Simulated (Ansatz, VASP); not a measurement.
## H in VASP and in Ansatz

File INCAR:

```
  PREC = Accurate
  ENCUT = 520
  EDIFF = 1E-6
  ISMEAR = 0
  SIGMA = 0.1
  LREAL = False
  LASPH = True
  NELM = 60
  ALGO = Normal
  ISIF = 2
  LWAVE = False
  LCHARG = False
  GGA = PS
  NBANDS = 14
```

File KPOINTS:

```
Automatic mesh
0
Gamma
  8 8 8
```

File POSCAR:

```
H
1.0
    0.0000000000      2.2681110292      2.2681110292
    2.2681110292      0.0000000000      2.2681110292
    2.2681110292      2.2681110292      0.0000000000
H
8
Direct
    0.0000000000      0.0000000000      0.0000000000
    1.0000000000      0.0000000000      0.5000000000
    1.0000000000      0.5000000000      0.0000000000
    1.0000000000      0.5000000000      0.5000000000
    0.5000000000      1.0000000000      0.0000000000
    0.5000000000      0.0000000000      0.5000000000
    0.5000000000      0.5000000000      0.0000000000
    0.5000000000      0.5000000000      0.5000000000
```

Input for Ansatz:

```yaml
crystal:
  lattice:
    - [0.0, 2.2681110292, 2.2681110292]
    - [2.2681110292, 0.0, 2.2681110292]
    - [2.2681110292, 2.2681110292, 0.0]
  atoms:
    - { symbol: H, position: [0.0, 0.0, 0.0] }
    - { symbol: H, position: [1.0, 0.0, 0.5] }
    - { symbol: H, position: [1.0, 0.5, 0.0] }
    - { symbol: H, position: [1.0, 0.5, 0.5] }
    - { symbol: H, position: [0.5, 1.0, 0.0] }
    - { symbol: H, position: [0.5, 0.0, 0.5] }
    - { symbol: H, position: [0.5, 0.5, 0.0] }
    - { symbol: H, position: [0.5, 0.5, 0.5] }
basis:
  ecutwfc: 420
kpoints:
  mp_grid: { grid: [8, 8, 8] }
hamiltonian:
  xc: pbesol
scf:
  occupations: { method: gaussian, width: 0.1 }
output:
  forces: true
  stress: true
  eigenvalues: true
```

Alike in both runs: task single point; functional PBEsol; k mesh 8 × 8 × 8; occupations gaussian, width 0.1 eV; no spin polarisation.

|  | VASP | Ansatz |
| --- | --- | --- |
| version | VASP 6.6.1 | Ansatz 0.2.0 |
| potentials or method | VASP PAW PBE potentials, release 64 (H), cutoff 520 eV | scalar-relativistic, plane waves, PAW |
| valence electrons in the cell | 8 | 8 |

Ansatz gave:

| Quantity | Value |
| --- | --- |
| gap on the k mesh at the Fermi level (eV) | none |
| pressure (GPa) | -0.2 |

Question: What did VASP give for the same quantities?

Answer: gap on the k mesh at the Fermi level (eV): none; pressure (GPa): -0.9.

VASP's potentials were made for PBE, not for PBEsol. A gap of «none» marks a metal or a gap that the smearing closes. With one functional, cell and mesh, what is left measures potentials, basis and numerics.
